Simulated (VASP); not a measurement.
MgGaC4N4: single point with PBE

Crystal: MgGaC4N4.

```
Mg Ga C N
1.0
     5.92939    0.00000    0.00000
     0.00000    5.92939    0.00000
     0.00000    0.00000    5.92939
Mg Ga C N
1 1 4 4
Direct
  0.00000 0.00000 0.00000
  0.50000 0.50000 0.50000
  0.19279 0.19279 0.19279
  0.19279 0.80721 0.80721
  0.80721 0.19279 0.80721
  0.80721 0.80721 0.19279
  0.30672 0.30672 0.30672
  0.30672 0.69328 0.69328
  0.69328 0.30672 0.69328
  0.69328 0.69328 0.30672
```

- Program: VASP 6.6.1
- Task: single point
- Functional: PBE
- Potentials or basis: VASP PAW PBE potentials, release 64 (Mg_sv, Ga_d, C_h, N_h)
- Cutoff: 1330 eV
- k mesh: 4 × 4 × 4
- Occupations: gaussian, width 0.1 eV
- Spin: no spin polarisation
- Dipole correction: no
- Further INCAR settings: ALGO = Normal; EDIFF = 1e-06; NBANDS = 40

```json
{
 "Pressure": "2.5 GPa",
 "Largest force": "2.307 eV/Å",
 "Band gap on the k mesh": "zero (an odd number of electrons rules out a gap without spin polarisation)"
}
```

Forces in eV/Å, atoms in the order of the input:
```
Mg   0.000  0.000  0.000
Ga   0.000  0.000  0.000
C    0.715  0.715  0.715
C    0.715 -0.715 -0.715
C   -0.715  0.715 -0.715
C   -0.715 -0.715  0.715
N    1.332  1.332  1.332
N    1.332 -1.332 -1.332
N   -1.332  1.332 -1.332
N   -1.332 -1.332  1.332
```

Levels at points of the mesh, in eV from the Fermi level:
| k point | band 25 | band 26 | band 27 | band 28 | band 29 | band 30 | band 31 | band 32 | band 33 | band 34 |
| --- | --- | --- | --- | --- | --- | --- | --- | --- | --- | --- |
| (0.00, 0.00, 0.00) | -6.56 | -6.56 | -6.40 | -6.40 | -6.40 | -0.15 | -0.15 | -0.15 | 0.63 | 0.63 |
| (0.50, 0.00, 0.00) | -6.61 | -6.61 | -6.47 | -6.11 | -6.11 | 0.17 | 0.17 | 0.27 | 0.34 | 0.82 |
| (0.50, 0.50, 0.00) | -6.61 | -6.58 | -6.52 | -6.10 | -6.10 | 0.18 | 0.34 | 0.61 | 0.61 | 0.95 |
| (0.50, 0.50, 0.50) | -6.43 | -6.43 | -6.43 | -6.43 | -6.43 | 0.37 | 0.37 | 0.37 | 0.66 | 0.73 |

It took 6.4 min on 1 thread of Intel(R) Xeon(R) Platinum 8259CL CPU @ 2.50GHz (Skylake/Cascade Lake) (shared host), peak memory 0.93 GiB.

Caveat: an odd number of electrons without spin polarisation forces a metal; a magnetic or distorted state may lie lower.
